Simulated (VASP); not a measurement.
# GaP (F-43m) in VASP: a series of runs, part 2 of 2

VASP 6.6.1. Earlier steps stand in the parts before.

## (3) Single point, r2SCANh

This run uses another cell than the first one, of 21.05 Å³/atom.

POSCAR

```
GaP
1.0
    0.0000000000      2.7611126653      2.7611126653
    2.7611126653      0.0000000000      2.7611126653
    2.7611126653      2.7611126653      0.0000000000
Ga P
1 1
Direct
    0.0000000000      0.0000000000      0.0000000000
    0.7500000000      0.7500000000      0.7500000000
```

INCAR.step1

```
SYSTEM = GaP
PREC = Accurate ; ENCUT = 520
EDIFF = 1E-5 ; ISMEAR = -1
SIGMA = 0.05 ; LREAL = .FALSE.
LASPH = .TRUE. ; NELM = 100
ALGO = Normal ; ISIF = 2
LWAVE = .TRUE. ; LCHARG = .FALSE.
GGA = PE ; NBANDS = 16
```

INCAR.step2

```
SYSTEM = GaP
PREC = Accurate ; ENCUT = 520
EDIFF = 1E-6 ; ISMEAR = -1
SIGMA = 0.05 ; LREAL = .FALSE.
LASPH = .TRUE. ; NELM = 100
ALGO = Normal ; ISIF = 2
LWAVE = .FALSE. ; LCHARG = .FALSE.
METAGGA = R2SCAN ; LHFCALC = .TRUE.
AEXX = 0.1 ; LMIXTAU = .TRUE.
PRECFOCK = Normal ; ISTART = 1
NBANDS = 16
```

KPOINTS

```
regular mesh
0
G
  4 4 4
  0 0 0
```

Potentials or basis: VASP PAW PBE potentials, release 64 (Ga_d, P).

The run is started by

```
$ cat potpaw_PBE.64/Ga_d/POTCAR potpaw_PBE.64/P/POTCAR > POTCAR
$ cp INCAR.step1 INCAR
$ mpirun -np 1 vasp_std > vasp.out
$ cp INCAR.step2 INCAR
$ mpirun -np 1 vasp_std > vasp.out
```

OUTCAR:

```text
SYSTEM = GaP
   PREC = Accurate
   ENCUT = 520
   EDIFF = 1E-6
   ISMEAR = -1
   LREAL = .FALSE.
   LASPH = .TRUE.
   NELM = 100
   ISIF = 2
   METAGGA = R2SCAN
   LHFCALC = .TRUE.
   AEXX = 0.1
   PRECFOCK = Normal
   ISTART = 1

 ion  position               nearest neighbor table
   1  0.000  0.000  0.000-   2 2.39   2 2.39   2 2.39   2 2.39
   2  0.750  0.750  0.750-   1 2.39   1 2.39   1 2.39   1 2.39

  LATTYP: Found a face centered cubic cell.
 ALAT       =     5.5222253306

  Lattice vectors:

 A1 = (   0.0000000000,   2.7611126653,   2.7611126653)
 A2 = (   2.7611126653,   0.0000000000,   2.7611126653)
 A3 = (   2.7611126653,   2.7611126653,   0.0000000000)

Analysis of symmetry for initial positions (statically):
=====================================================================
 Subroutine PRICEL returns:
 Original cell was already a primitive cell.

 Routine SETGRP: Setting up the symmetry group for a
 face centered cubic supercell.

 Subroutine GETGRP returns: Found 24 space group operations
 (whereof 24 operations were pure point group operations)
 out of a pool of 48 trial point group operations.

The static configuration has the point symmetry T_d .

Analysis of symmetry for dynamics (positions and initial velocities):
=====================================================================
 Subroutine PRICEL returns:
 Original cell was already a primitive cell.

 Routine SETGRP: Setting up the symmetry group for a
 face centered cubic supercell.

 Subroutine GETGRP returns: Found 24 space group operations
 (whereof 24 operations were pure point group operations)
 out of a pool of 48 trial point group operations.

The dynamic configuration has the point symmetry T_d .

 Subroutine INISYM returns: Found 24 space group operations
 (whereof 24 operations are pure point group operations),
 and found     1 'primitive' translations

[... 102 lines left out ...]
   METAGGA = R2SCAN    functional components
   LHFCALC =     T    Hartree Fock is set to
   PRECFOCK=normal    Normal, Fast or Accurate (Low or Medium for compatibility)
   ENCUT4O =  -1.0   cutoff for four orbital integrals eV
   NKREDX  =     1    reduce k-point grid by
   NKREDY  =     1    reduce k-point grid by
   NKREDZ  =     1    reduce k-point grid by
   AEXX    =    0.1000 exact exchange contribution
   HFSCREEN=    0.0000 screening length (either q_TF or 0.3 A-1)
   HFSCREENC=   0.0000 screening length for correlation (either q_TF or 0.3 A-1)
   ENCUTFOCK=  -1.0 apply spherical cutoff to Coloumb kernel
   IVDW    =     0    specifies the selected vdW correction
   LEPSILON=     F    determine dielectric tensor
   LRPA    =     F    only Hartree local field effects (RPA)
 non-spin polarized calculation
  energy-cutoff  :      520.00
  volume of cell :       42.10
 maximum number of plane-waves:      1158
 NGX is ok and might be reduce to    30
  NGX = 24; NGY = 24; NGZ = 24

 number of electron      18.0000007 magnetization

 Free energy of the ion-electron system (eV)
  ---------------------------------------------------
  ext. energy  EPLUGINS =         0.00000000
  ---------------------------------------------------
  free energy    TOTEN  =       -21.17014774 eV

  energy without entropy =      -21.17014774  energy(sigma->0) =      -21.17014774

 E-fermi :   4.8836     XC(G=0):  -9.4298

 val. band max:        3.8114640728   @ k =   0.0000   0.0000   0.0000
 cond. band min:       6.2711685162   @ k =   0.5000   0.0000   0.0000
 fundamental gap:      2.4597044434
 Fermi energy:         4.8836469566

 k-point     1 :       0.0000    0.0000    0.0000
  band No.  band energies     occupation
      1     -12.1405      2.00000
      2     -12.1405      2.00000
      3     -12.1404      2.00000
      4     -12.0413      2.00000
      5     -12.0413      2.00000
      6      -9.3627      2.00000
[... 129 lines left out ...]
      3     -12.0856      2.00000
      4     -12.0550      2.00000
      5     -12.0334      2.00000
      6      -6.2864      2.00000
[... 8 lines left out ...]
     15      16.9370      0.00000
     16      18.8177      0.00000

------------------------ aborting loop because EDIFF is reached ----------------------------------------

  FORCE on cell =-STRESS in cart. coord.  units (eV):
  Direction    XX          YY          ZZ          XY          YZ          ZX
  --------------------------------------------------------------------------------------
  -------------------------------------------------------------------------------------
  Total       -0.8573675     -0.8573675     -0.8573675     -0.0000000      0.0000000      0.0000000
  in kB      -32.6283565    -32.6283565    -32.6283565     -0.0000000      0.0000000      0.0000000
  external PRESSURE =     -32.6283565 kB  Pullay stress =       0.0000000 kB

 VOLUME and BASIS-vectors are now :
 -----------------------------------------------------------------------------
  energy-cutoff  :      520.00
  volume of cell :       42.10
      direct lattice vectors                 reciprocal lattice vectors
     0.000000000  2.761112665  2.761112665    -0.181086417  0.181086417  0.181086417
     2.761112665  0.000000000  2.761112665     0.181086417 -0.181086417  0.181086417
     2.761112665  2.761112665  0.000000000     0.181086417  0.181086417 -0.181086417

 POSITION                                       TOTAL-FORCE (eV/Angst)
 -----------------------------------------------------------------------------------
      0.00000      0.00000      0.00000         0.000000     -0.000000      0.000000
      4.14167      4.14167      4.14167        -0.000000      0.000000     -0.000000
 -----------------------------------------------------------------------------------
    total drift:                               -0.000119     -0.000029     -0.000055

  FREE ENERGIE OF THE ION-ELECTRON SYSTEM (eV)
  ---------------------------------------------------
  free  energy   TOTEN  =       -21.1701477388 eV

  energy  without entropy=      -21.1701477387  energy(sigma->0) =      -21.17014774
```

OUTCAR.step1:

```text
SYSTEM = GaP
   PREC = Accurate
   ENCUT = 520
   EDIFF = 1E-5
   ISMEAR = -1
   LREAL = .FALSE.
[... 355 lines left out ...]
      0.00000      0.00000      0.00000         0.000000      0.000000      0.000000
      4.14167      4.14167      4.14167        -0.000000     -0.000000     -0.000000
 -----------------------------------------------------------------------------------
    total drift:                               -0.000002     -0.000002     -0.000002

  FREE ENERGIE OF THE ION-ELECTRON SYSTEM (eV)
  ---------------------------------------------------
  free  energy   TOTEN  =        -8.9886163930 eV

  energy  without entropy=       -8.9886163449  energy(sigma->0) =       -8.98861637
```

OSZICAR.step1:

```text
N       E                     dE             d eps       ncg     rms          rms(c)
DAV:   1     0.779710348729E+02    0.77971E+02   -0.89059E+03   272   0.156E+03
DAV:   2    -0.302662060745E+01   -0.80998E+02   -0.77575E+02   288   0.307E+02
DAV:   3    -0.918139617980E+01   -0.61548E+01   -0.61324E+01   360   0.654E+01
DAV:   4    -0.927302966489E+01   -0.91633E-01   -0.91624E-01   280   0.864E+00
DAV:   5    -0.927529353296E+01   -0.22639E-02   -0.22637E-02   352   0.121E+00    0.411E+00
DAV:   6    -0.901412455370E+01    0.26117E+00   -0.39837E-01   392   0.103E+01    0.272E+00
DAV:   7    -0.898691008309E+01    0.27214E-01   -0.96907E-02   336   0.203E+00    0.111E+00
DAV:   8    -0.898789353922E+01   -0.98346E-03   -0.15134E-02   296   0.147E+00    0.175E-01
DAV:   9    -0.898843286558E+01   -0.53933E-03   -0.15584E-03   288   0.568E-01    0.902E-02
DAV:  10    -0.898852708821E+01   -0.94223E-04   -0.13024E-04   368   0.110E-01    0.466E-02
DAV:  11    -0.898861688382E+01   -0.89796E-04   -0.12573E-04   288   0.982E-02    0.559E-03
DAV:  12    -0.898861639296E+01    0.49086E-06   -0.34386E-06   248   0.260E-02
   1 F= -.89886164E+01 E0= -.89886164E+01  d E =-.480222E-07
```

Wall time 13 min (1 thread of AMD EPYC 7R43 (Zen 3), shared host); peak memory 0.14 GiB.

What came out:

```
Free energy            : -21.1701 eV
Pressure               : -3.3 GPa
Band gap on the k mesh : 2.46 eV (least direct gap 2.58 eV)
```

Levels at points of the mesh, in eV from the valence-band top:
| k point | band 7 | band 8 | band 9 | band 10 | band 11 | band 12 |
| --- | --- | --- | --- | --- | --- | --- |
| (0.00, 0.00, 0.00) | 0.00 | 0.00 | 0.00 | 2.58 | 4.78 | 4.78 |
| (0.50, 0.00, 0.00) | -6.86 | -1.15 | -1.15 | 2.46 | 5.65 | 5.65 |
| (0.50, 0.50, 0.00) | -7.00 | -2.75 | -2.75 | 2.47 | 2.66 | 11.80 |

Caveat: the k points lie up to 0.49 Å⁻¹ apart; the PAW data sets were made with another functional, which shifts forces and pressure a little. A k mesh can miss the band edges.
